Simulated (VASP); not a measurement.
# SiC (P6_3mc) in VASP: a series of runs, part 2 of 2

VASP 6.6.1.

### Step 5. Single point, PBEsol (zz strain of -1 %)

Contents of INCAR:

```
  PREC = Accurate
  ENCUT = 520
  EDIFF = 1E-7
  ISMEAR = -1
  SIGMA = 0.08
  LREAL = F
  LASPH = T
  NELM = 60
  ALGO = Normal
  ISIF = 2
  LWAVE = F
  LCHARG = F
  GGA = PS
  NBANDS = 16
```

Contents of KPOINTS:

```
regular mesh
0
Gamma
  15 15 8
```

Contents of POSCAR:

```
SiC
1.0
    3.0759982064      0.0000000000      0.0000000000
   -1.5379991032      2.6638925888      0.0000000000
    0.0000000000      0.0000000000      4.9975200000
Si C
2 2
Direct
    0.3333333333      0.6666666667      0.0000000000
    0.6666666667      0.3333333333      0.5000000000
    0.3333333333      0.6666666667      0.3850000000
    0.6666666667      0.3333333333      0.8850000000
```

Potentials or basis: VASP PAW PBE potentials, release 64 (Si, C).

On the command line:

```bash
$ cat potpaw_PBE.64/Si/POTCAR potpaw_PBE.64/C/POTCAR > POTCAR
$ mpirun -np 1 vasp_std > vasp.out
```

OUTCAR:

```text
PREC = Accurate
   ENCUT = 520
   EDIFF = 1E-7
   ISMEAR = -1
   LREAL = F
   LASPH = T
   NELM = 60
   ISIF = 2
   GGA = PS

 ion  position               nearest neighbor table
   1  0.333  0.667  0.000-   4 1.87   4 1.87   4 1.87   3 1.92   2 3.07   2 3.07   2 3.07   2 3.07
                             2 3.07   2 3.07
   2  0.667  0.333  0.500-   3 1.87   3 1.87   3 1.87   4 1.92   1 3.07   1 3.07   1 3.07   1 3.07
                             1 3.07   1 3.07
   3  0.333  0.667  0.385-   2 1.87   2 1.87   2 1.87   1 1.92
   4  0.667  0.333  0.885-   1 1.87   1 1.87   1 1.87   2 1.92

  LATTYP: Found a hexagonal cell.
 ALAT       =     3.0759982064
 C/A-ratio  =     1.6246823518

  Lattice vectors:

 A1 = (   3.0759982064,   0.0000000000,   0.0000000000)
 A2 = (  -1.5379991032,   2.6638925888,   0.0000000000)
 A3 = (   0.0000000000,   0.0000000000,   4.9975200000)

Analysis of symmetry for initial positions (statically):
=====================================================================
 Subroutine PRICEL returns:
 Original cell was already a primitive cell.

 Routine SETGRP: Setting up the symmetry group for a
 hexagonal supercell.
[... 169 lines left out ...]
  free energy    TOTEN  =       -31.78607253 eV

  energy without entropy =      -31.78607251  energy(sigma->0) =      -31.78607252

 E-fermi :   9.5941     XC(G=0): -11.5407

 val. band max:        8.5118343213   @ k =   0.0000   0.0000   0.0000
 cond. band min:      10.6365054066   @ k =   0.3333   0.3333   0.0000
 fundamental gap:      2.1246710853
 Fermi energy:         9.5941210179

 k-point     1 :       0.0000    0.0000    0.0000
  band No.  band energies     occupation
      1      -7.3510      2.00000
      2      -3.6862      2.00000
      3      -0.3344      2.00000
      4       6.8497      2.00000
      5       6.8497      2.00000
      6       8.1925      2.00000
[... 433 lines left out ...]
      3       0.9551      2.00000
      4       2.1974      2.00000
      5       2.5932      2.00000
      6       3.5953      2.00000
[... 8 lines left out ...]
     15      19.6062      0.00000
     16      20.2243      0.00000

 [... further k-points ...]
[... 5 lines left out ...]
  --------------------------------------------------------------------------------------
  -------------------------------------------------------------------------------------
  Total        0.6884693      0.6884693      0.6855105      0.0000000      0.0000000      0.0000000
  in kB       26.9362916     26.9362916     26.8205290      0.0000000      0.0000000      0.0000000
  external PRESSURE =      26.8977041 kB  Pullay stress =       0.0000000 kB

 VOLUME and BASIS-vectors are now :
 -----------------------------------------------------------------------------
  energy-cutoff  :      520.00
  volume of cell :       40.95
      direct lattice vectors                 reciprocal lattice vectors
     3.075998206  0.000000000  0.000000000     0.325097719  0.187695255  0.000000000
    -1.537999103  2.663892589  0.000000000     0.000000000  0.375390511  0.000000000
     0.000000000  0.000000000  4.997520000     0.000000000  0.000000000  0.200099249

 POSITION                                       TOTAL-FORCE (eV/Angst)
 -----------------------------------------------------------------------------------
     -0.00000      1.77593      0.00000         0.000000      0.000000      0.678957
      1.53800      0.88796      2.49876        -0.000000      0.000000      0.678957
     -0.00000      1.77593      1.92405        -0.000000     -0.000000     -0.678957
      1.53800      0.88796      4.42281         0.000000      0.000000     -0.678957
 -----------------------------------------------------------------------------------
    total drift:                                0.000000      0.000000     -0.000261

  FREE ENERGIE OF THE ION-ELECTRON SYSTEM (eV)
  ---------------------------------------------------
  free  energy   TOTEN  =       -31.7860725266 eV

  energy  without entropy=      -31.7860725068  energy(sigma->0) =      -31.78607252
```

OSZICAR:

```text
N       E                     dE             d eps       ncg     rms          rms(c)
DAV:   1     0.232926788270E+02    0.23293E+02   -0.71428E+03  4320   0.896E+02
DAV:   2    -0.329938443488E+02   -0.56287E+02   -0.51283E+02  6088   0.157E+02
DAV:   3    -0.354467049779E+02   -0.24529E+01   -0.24431E+01  5736   0.303E+01
DAV:   4    -0.354644049616E+02   -0.17700E-01   -0.17697E-01  5272   0.313E+00
DAV:   5    -0.354645740895E+02   -0.16913E-03   -0.16912E-03  5680   0.291E-01    0.126E+01
DAV:   6    -0.319282280934E+02    0.35363E+01   -0.60473E+00  5496   0.151E+01    0.577E+00
DAV:   7    -0.318181693720E+02    0.11006E+00   -0.10657E+00  6184   0.604E+00    0.243E+00
DAV:   8    -0.317894035490E+02    0.28766E-01   -0.54951E-02  5064   0.143E+00    0.591E-01
DAV:   9    -0.317859173515E+02    0.34862E-02   -0.69368E-03  5616   0.560E-01    0.112E-01
DAV:  10    -0.317860655277E+02   -0.14818E-03   -0.68340E-04  5216   0.155E-01    0.528E-02
DAV:  11    -0.317860722837E+02   -0.67560E-05   -0.36584E-05  5368   0.445E-02    0.111E-02
DAV:  12    -0.317860724737E+02   -0.18999E-06   -0.34462E-06  5384   0.118E-02    0.376E-03
DAV:  13    -0.317860725266E+02   -0.52896E-07   -0.64231E-07  5632   0.499E-03
   1 F= -.31786073E+02 E0= -.31786073E+02  d E =-.198341E-07
```

It took 24 s on 1 thread of Intel Xeon 6975P-C (Granite Rapids), shared host; peak memory 0.2 GiB.

Results:

```
Free energy            : -31.7861 eV
Pressure               : 2.7 GPa
Largest force          : 0.679 eV/Å
Band gap on the k mesh : 2.12 eV, indirect (least direct gap 3.89 eV)
```

Forces in eV/Å, atoms in the order of the input:
```
Si   0.000  0.000  0.679
Si   0.000  0.000  0.679
C    0.000  0.000 -0.679
C    0.000  0.000 -0.679
```

Levels at points of the mesh, in eV from the valence-band top:
| k point | band 4 | band 5 | band 6 | band 7 | band 8 | band 9 | band 10 | band 11 | band 12 | band 13 |
| --- | --- | --- | --- | --- | --- | --- | --- | --- | --- | --- |
| (0.00, 0.00, 0.00) | -1.66 | -1.66 | -0.32 | -0.32 | 0.00 | 4.45 | 6.19 | 6.37 | 6.37 | 7.56 |
| (0.00, 0.00, 0.50) | -4.46 | -1.04 | -1.04 | -1.04 | -1.04 | 5.58 | 5.58 | 7.04 | 7.04 | 7.04 |

Caveat: the cell differs from its parent crystal (zz strain of -1 %); the PAW data sets were made with another functional, which shifts forces and pressure a little.

### Step 6. Single point, PBEsol (zz strain of +1 %)

Contents of INCAR:

```
SYSTEM = SiC
  PREC = Accurate
  ENCUT = 520
  EDIFF = 1E-6
  ISMEAR = -1
  SIGMA = 0.08
  LREAL = .FALSE.
  LASPH = .TRUE.
  NELM = 80
  ALGO = Normal
  ISIF = 2
  LWAVE = .FALSE.
  LCHARG = .FALSE.
  GGA = PS
  NBANDS = 16
```

Contents of KPOINTS:

```
Automatic mesh
0
G
  15 15 8
  0 0 0
```

Changes to POSCAR since step 5:

```diff
@@ -4,3 +4,3 @@
    -1.5379991032      2.6638925888      0.0000000000
-    0.0000000000      0.0000000000      4.9975200000
+    0.0000000000      0.0000000000      5.0984800000
 Si C
```

Potentials or basis: VASP PAW PBE potentials, release 64 (Si, C).

On the command line:

```bash
$ cat potpaw_PBE.64/Si/POTCAR potpaw_PBE.64/C/POTCAR > POTCAR
$ mpirun -np 1 vasp_std > vasp.out
```

It took 22 s on 1 thread of Intel Xeon 6975P-C (Granite Rapids), shared host; peak memory 0.2 GiB.

It converged, with:

| Item | Value |
| --- | --- |
| Free energy | -31.7728 eV |
| Pressure | -1.3 GPa |
| Largest force | 0.803 eV/Å |
| Band gap on the k mesh | 2.20 eV, indirect (least direct gap 4.04 eV) |

Forces on the atoms (eV/Å):
```
Si   0.000  0.000  0.803
Si   0.000  0.000  0.803
C    0.000  0.000 -0.803
C    0.000  0.000 -0.803
```

Stress tensor (GPa, compression positive):
```
 1.86  0.00  0.00
 0.00  1.86  0.00
 0.00  0.00 -7.65
```

Levels at points of the mesh, in eV from the valence-band top:
| k point | band 5 | band 6 | band 7 | band 8 | band 9 | band 10 | band 11 | band 12 |
| --- | --- | --- | --- | --- | --- | --- | --- | --- |
| (0.00, 0.00, 0.00) | -1.45 | -0.22 | -0.22 | 0.00 | 4.68 | 5.73 | 6.50 | 6.50 |
| (0.00, 0.00, 0.50) | -0.88 | -0.88 | -0.88 | -0.88 | 5.72 | 5.72 | 7.16 | 7.16 |

Caveat: the cell differs from its parent crystal (zz strain of +1 %); the PAW data sets were made with another functional, which shifts forces and pressure a little.

### Step 7. Overview

| cell | gap on the mesh (eV) | pressure (GPa) | largest force (eV/Å) |
| --- | --- | --- | --- |
| a = 3.168, b = 3.168, c = 5.048 Å, angles 90.0, 90.0, 120.0°, 4 atoms | 2.08 | -11.6 | 0.49 |
| a = 3.076, b = 3.076, c = 4.897 Å, angles 90.0, 90.0, 120.0°, 4 atoms | 2.06 | 7.3 | 0.46 |
| a = 3.076, b = 3.076, c = 4.947 Å, angles 90.0, 90.0, 120.0°, 4 atoms | 2.09 | 4.9 | 0.58 |
| a = 3.076, b = 3.076, c = 4.998 Å, angles 90.0, 90.0, 120.0°, 4 atoms | 2.12 | 2.7 | 0.68 |
| a = 3.076, b = 3.076, c = 5.098 Å, angles 90.0, 90.0, 120.0°, 4 atoms | 2.20 | -1.3 | 0.80 |

Alike in all rows: task single point; level PBEsol; potentials or basis VASP PAW PBE potentials, release 64 (Si, C); no spin polarisation; k mesh 15 × 15 × 8; cutoff (eV) 520; smearing fermi-dirac 0.08 eV.

Caveats: the PAW data sets were made with another functional, which shifts forces and pressure a little.

Absolute energies hang on the potentials; compare differences alone.
